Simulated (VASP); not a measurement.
A run of VASP 6.6.1:

File INCAR:

```
SYSTEM = Cu
PREC = Accurate ; ENCUT = 520
EDIFF = 1E-6 ; ISMEAR = 0
SIGMA = 0.1 ; LREAL = .FALSE.
LASPH = .TRUE. ; NELM = 80
ALGO = Fast ; ISIF = 2
LWAVE = .FALSE. ; LCHARG = .TRUE.
GGA = PE ; LELF = .TRUE.
LVHAR = .TRUE. ; NBANDS = 12
```

File KPOINTS:

```
regular mesh
0
G
  8 8 8
  0 0 0
```

The input POSCAR:

```
Cu
1.0
    0.0000000000      1.7887153358      1.7887153358
    1.7887153358      0.0000000000      1.7887153358
    1.7887153358      1.7887153358      0.0000000000
Cu
1
Direct
    0.0000000000      0.0000000000      0.0000000000
```

Potentials or basis: VASP PAW PBE potentials, release 64 (Cu).

Launch:

```sh
$ cat potpaw_PBE.64/Cu/POTCAR > POTCAR
$ mpirun -np 1 vasp_std > vasp.out
```

Hardware: 1 thread of AMD EPYC 7R43 64-Core Processor (Zen 3), with other jobs on the host.

Task: How long does it take, and how much memory?

Result: It took 9.1 s on 1 thread of AMD EPYC 7R43 64-Core Processor (Zen 3) (shared host), peak memory 0.08 GiB. Counts: scf iterations 13, k points 29.
